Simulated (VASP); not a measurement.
# LiGeN (P6_3mc) in VASP: further runs, part 2 of 2

VASP 6.6.1.

## 3. Single point, PBE (epitaxial xy strain +5.2%)

Contents of INCAR:

```
PREC     = Accurate       # precision mode
ENCUT    = 520            # plane-wave cutoff, eV
EDIFF    = 1E-6           # SCF threshold, eV
ISMEAR   = -1             # smearing method
SIGMA    = 0.02           # smearing width, eV
LREAL    = F              # projectors in reciprocal space
LASPH    = T              # aspherical terms in the spheres
NELM     = 100            # most SCF steps
ALGO     = Normal         # electronic algorithm
ISIF     = 2              # what is computed and relaxed
LWAVE    = F              # write WAVECAR
LCHARG   = F              # write CHGCAR
GGA      = PE             # functional
NBANDS   = 31             # bands
```

Contents of KPOINTS:

```
Automatic mesh
0
Gamma
  12 12 4
```

Contents of POSCAR:

```
LiGeN
1.0
    3.1426955177      0.0000000000      0.0000000000
   -1.5713477588      2.7216541547      0.0000000000
    0.0000000000      0.0000000000      9.2407100274
Li Ge N
2 2 2
Direct
    0.6666666667      0.3333333333      0.7422964975
    0.3333333333      0.6666666667      0.2422964975
    0.0000000000      0.0000000000      0.4999278697
    0.0000000000      0.0000000000      0.9999278697
    0.3333333333      0.6666666667      0.6024136329
    0.6666666667      0.3333333333      0.1024136329
```

Potentials or basis: VASP PAW PBE potentials, release 64 (Li_sv, Ge_d, N).

Launch:

```sh
$ cat potpaw_PBE.64/Li_sv/POTCAR potpaw_PBE.64/Ge_d/POTCAR potpaw_PBE.64/N/POTCAR > POTCAR
$ mpirun -np 1 vasp_std > vasp.out
```

OUTCAR:

```text
PREC = Accurate
   ENCUT = 520
   EDIFF = 1E-6
   ISMEAR = -1
   LREAL = F
   LASPH = T
   NELM = 100
   ISIF = 2
   GGA = PE

 ion  position               nearest neighbor table
   1  0.667  0.333  0.742-
   2  0.333  0.667  0.242-
   3  0.000  0.000  0.500-   5 2.05   5 2.05   5 2.05
   4  0.000  0.000  1.000-   6 2.05   6 2.05   6 2.05
   5  0.333  0.667  0.602-   3 2.05   3 2.05   3 2.05
   6  0.667  0.333  0.102-   4 2.05   4 2.05   4 2.05

  LATTYP: Found a hexagonal cell.
 ALAT       =     3.1426955177
 C/A-ratio  =     2.9403771302

  Lattice vectors:

 A1 = (   3.1426955177,   0.0000000000,   0.0000000000)
 A2 = (  -1.5713477588,   2.7216541547,   0.0000000000)
 A3 = (   0.0000000000,   0.0000000000,   9.2407100274)

Analysis of symmetry for initial positions (statically):
=====================================================================
 Subroutine PRICEL returns:
 Original cell was already a primitive cell.

[... 178 lines left out ...]

 E-fermi :   5.0078     XC(G=0): -10.1104

 val. band max:        4.4320199726   @ k =   0.1667   0.0000   0.0000
 cond. band min:       5.4857937891   @ k =   0.5000   0.0000   0.0000
 fundamental gap:      1.0537738165
 Fermi energy:         5.0077624453

 k-point     1 :       0.0000    0.0000    0.0000
  band No.  band energies     occupation
      1     -41.2351      2.00000
      2     -41.2351      2.00000
      3     -19.9456      2.00000
      4     -19.9456      2.00000
      5     -19.9455      2.00000
      6     -19.9455      2.00000
[... 805 lines left out ...]
     30      11.8105      0.00000
     31      13.4137      0.00000

 [... further k-points ...]

------------------------ aborting loop because EDIFF is reached ----------------------------------------

  FORCE on cell =-STRESS in cart. coord.  units (eV):
  Direction    XX          YY          ZZ          XY          YZ          ZX
  --------------------------------------------------------------------------------------
  -------------------------------------------------------------------------------------
  Total       -4.4117883     -4.4117883      0.9589841     -0.0000000      0.0000000      0.0000000
  in kB      -89.4302942    -89.4302942     19.4393346     -0.0000000      0.0000000      0.0000000
  external PRESSURE =     -53.1404179 kB  Pullay stress =       0.0000000 kB

 VOLUME and BASIS-vectors are now :
 -----------------------------------------------------------------------------
  energy-cutoff  :      520.00
  volume of cell :       79.04
      direct lattice vectors                 reciprocal lattice vectors
     3.142695518  0.000000000  0.000000000     0.318198182  0.183711806  0.000000000
    -1.571347759  2.721654155  0.000000000     0.000000000  0.367423612  0.000000000
     0.000000000  0.000000000  9.240710027     0.000000000  0.000000000  0.108216793

 POSITION                                       TOTAL-FORCE (eV/Angst)
 -----------------------------------------------------------------------------------
      1.57135      0.90722      6.85935        -0.000000     -0.000000      0.042030
     -0.00000      1.81444      2.23899         0.000000      0.000000      0.042030
      0.00000      0.00000      4.61969        -0.000000      0.000000     -0.388006
      0.00000      0.00000      9.24004         0.000000     -0.000000     -0.388006
     -0.00000      1.81444      5.56673         0.000000     -0.000000      0.345976
      1.57135      0.90722      0.94637        -0.000000      0.000000      0.345976
 -----------------------------------------------------------------------------------
    total drift:                               -0.000001     -0.000001      0.000390

  FREE ENERGIE OF THE ION-ELECTRON SYSTEM (eV)
  ---------------------------------------------------
  free  energy   TOTEN  =       -31.1562838482 eV

  energy  without entropy=      -31.1562838482  energy(sigma->0) =      -31.15628385
```

OSZICAR:

```text
N       E                     dE             d eps       ncg     rms          rms(c)
DAV:   1     0.409833337043E+03    0.40983E+03   -0.21126E+04  4396   0.314E+03
DAV:   2     0.409412202603E+02   -0.36889E+03   -0.34879E+03  3674   0.774E+02
DAV:   3    -0.270350043842E+02   -0.67976E+02   -0.66731E+02  4211   0.184E+02
DAV:   4    -0.346524924123E+02   -0.76175E+01   -0.75661E+01  5634   0.545E+01
DAV:   5    -0.351467066421E+02   -0.49421E+00   -0.49369E+00  5214   0.129E+01    0.114E+01
DAV:   6    -0.312294118203E+02    0.39173E+01   -0.19493E+01  5745   0.319E+01    0.469E+00
DAV:   7    -0.311974870778E+02    0.31925E-01   -0.21618E+00  4148   0.767E+00    0.293E+00
DAV:   8    -0.311696078151E+02    0.27879E-01   -0.40729E-01  5286   0.406E+00    0.834E-01
DAV:   9    -0.311553055132E+02    0.14302E-01   -0.70100E-02  5416   0.177E+00    0.236E-01
DAV:  10    -0.311562589522E+02   -0.95344E-03   -0.77316E-03  4283   0.502E-01    0.868E-02
DAV:  11    -0.311562859615E+02   -0.27009E-04   -0.11731E-03  5520   0.216E-01    0.324E-02
DAV:  12    -0.311562800649E+02    0.58966E-05   -0.14542E-04  4804   0.850E-02    0.107E-02
DAV:  13    -0.311562839192E+02   -0.38543E-05   -0.12835E-05  4123   0.211E-02    0.367E-03
DAV:  14    -0.311562838482E+02    0.70995E-07   -0.18452E-06  3385   0.776E-03
   1 F= -.31156284E+02 E0= -.31156284E+02  d E =-.230406E-12
```

stdout:

```text
POSCAR found type information on POSCAR LiGeN
 POSCAR found :  3 types and       6 ions
 scaLAPACK will be used
 LDA part: xc-table for (Slater+PW92), standard interpolation
 POSCAR, INCAR and KPOINTS ok, starting setup
 FFT: planning ... GRIDC
 FFT: planning ... GRID_SOFT
 FFT: planning ... GRID
 WAVECAR not read
 entering main loop
```

Wall time 71 s (1 thread of Intel Xeon 6975P-C (Granite Rapids), shared host); peak memory 0.26 GiB.

What came out:

- Free energy: -31.1563 eV
- Largest force: 0.388 eV/Å
- Band gap on the k mesh: 1.05 eV (least direct gap 1.76 eV)

Forces on the atoms (eV/Å):
```
Li   0.000  0.000  0.042
Li   0.000  0.000  0.042
Ge   0.000  0.000 -0.388
Ge   0.000  0.000 -0.388
N    0.000  0.000  0.346
N    0.000  0.000  0.346
```

Caveat: the cell differs from its parent crystal (epitaxial xy strain +5.2%); the cutoff is under 1.25 times the usual one of these potentials, so pressure, stress and relaxed cells hold a basis-set (Pulay) error.

## 4. Single point, r2SCAN (uniaxial z strain -3.7%)

Contents of POSCAR:

```
LiGeN
1.0
    2.9870692118      0.0000000000      0.0000000000
   -1.4935346059      2.5868778203      0.0000000000
    0.0000000000      0.0000000000      9.0069946379
Li Ge N
2 2 2
Direct
    0.6666666667      0.3333333333      0.7453089807
    0.3333333333      0.6666666667      0.2453089807
    0.0000000000      0.0000000000      0.4962682565
    0.0000000000      0.0000000000      0.9962682565
    0.3333333333      0.6666666667      0.6030607627
    0.6666666667      0.3333333333      0.1030607627
```

Contents of INCAR.step1:

```
SYSTEM = LiGeN
ALGO = Normal ; EDIFF = 1E-4
ENCUT = 520 ; GGA = PE
ISMEAR = 0 ; LASPH = .True.
LCHARG = .False. ; LREAL = .False.
LWAVE = .True. ; NBANDS = 31
NELM = 80 ; PREC = Accurate
SIGMA = 0.01
```

Contents of INCAR.step2:

```
SYSTEM = LiGeN
ALGO = Normal ; EDIFF = 1E-6
ENCUT = 520 ; ISIF = 2
ISMEAR = 0 ; ISTART = 1
LASPH = .True. ; LCHARG = .False.
LMIXTAU = .True. ; LREAL = .False.
LWAVE = .False. ; METAGGA = R2SCAN
NBANDS = 31 ; NELM = 80
PREC = Accurate ; SIGMA = 0.01
```

Contents of KPOINTS:

```
k-points
0
Gamma
  12 12 4
  0 0 0
```

Launch:

```sh
$ cat potpaw_PBE.64/Li_sv/POTCAR potpaw_PBE.64/Ge_d/POTCAR potpaw_PBE.64/N/POTCAR > POTCAR
$ cp INCAR.step1 INCAR
$ mpirun -np 1 vasp_std > vasp.out
$ cp INCAR.step2 INCAR
$ mpirun -np 1 vasp_std > vasp.out
```

Wall time 4.9 min (1 thread of Intel Xeon 6975P-C (Granite Rapids), shared host); peak memory 0.27 GiB.

Results (log left out):

* Free energy: -53.1820 eV
* Largest force: 0.099 eV/Å
* Band gap on the k mesh: 1.69 eV (least direct gap 2.84 eV)

Forces on the atoms (eV/Å):
```
Li   0.000  0.000  0.034
Li   0.000  0.000  0.034
Ge   0.000  0.000 -0.099
Ge   0.000  0.000 -0.099
N    0.000  0.000  0.064
N    0.000  0.000  0.064
```

Levels at points of the mesh, in eV from the valence-band top:
| k point | band 18 | band 19 | band 20 | band 21 | band 22 | band 23 | band 24 | band 25 | band 26 | band 27 |
| --- | --- | --- | --- | --- | --- | --- | --- | --- | --- | --- |
| (0.00, 0.00, 0.00) | -1.48 | -1.48 | -1.48 | -1.48 | -0.23 | 3.35 | 4.09 | 8.51 | 8.68 | 8.68 |
| (0.50, 0.00, 0.00) | -4.31 | -3.21 | -3.14 | -1.32 | -1.15 | 1.69 | 2.45 | 5.58 | 5.95 | 7.03 |
| (0.00, 0.00, 0.50) | -1.48 | -1.48 | -1.48 | -1.45 | -1.45 | 3.83 | 3.83 | 8.77 | 8.77 | 8.77 |
| (0.50, 0.00, 0.50) | -4.32 | -3.17 | -3.17 | -1.33 | -1.33 | 2.17 | 2.17 | 5.87 | 5.87 | 7.60 |

Caveat: the cell differs from its parent crystal (uniaxial z strain -3.7%); the cutoff is under 1.25 times the usual one of these potentials, so pressure, stress and relaxed cells hold a basis-set (Pulay) error; the PAW data sets were made with another functional, which shifts forces and pressure a little. A k mesh can miss the band edges.

## 5. The runs side by side

| level | cell | smearing | gap on the mesh (eV) | largest force (eV/Å) |
| --- | --- | --- | --- | --- |
| PBE | a = 2.987, b = 2.987, c = 9.007 Å, angles 90.0, 90.0, 120.0°, 6 atoms, uniaxial z strain -3.7% | fermi-dirac 0.02 eV | 1.36 | 0.47 |
| PBE | a = 3.143, b = 3.143, c = 9.241 Å, angles 90.0, 90.0, 120.0°, 6 atoms, epitaxial xy strain +5.2% | fermi-dirac 0.02 eV | 1.05 | 0.39 |
| r2SCAN | a = 2.987, b = 2.987, c = 9.007 Å, angles 90.0, 90.0, 120.0°, 6 atoms, uniaxial z strain -3.7% | gaussian 0.01 eV | 1.69 | 0.10 |

Alike in all rows: task single point; potentials or basis VASP PAW PBE potentials, release 64 (Li_sv, Ge_d, N); no spin polarisation; k mesh 12 × 12 × 4; cutoff (eV) 520.

Caveats: the cutoff is under 1.25 times the usual one of these potentials, so pressure, stress and relaxed cells hold a basis-set (Pulay) error; the PAW data sets were made with another functional, which shifts forces and pressure a little (at least some runs).

Total energies depend on the potentials used, so only differences within one code and one set of settings carry meaning.
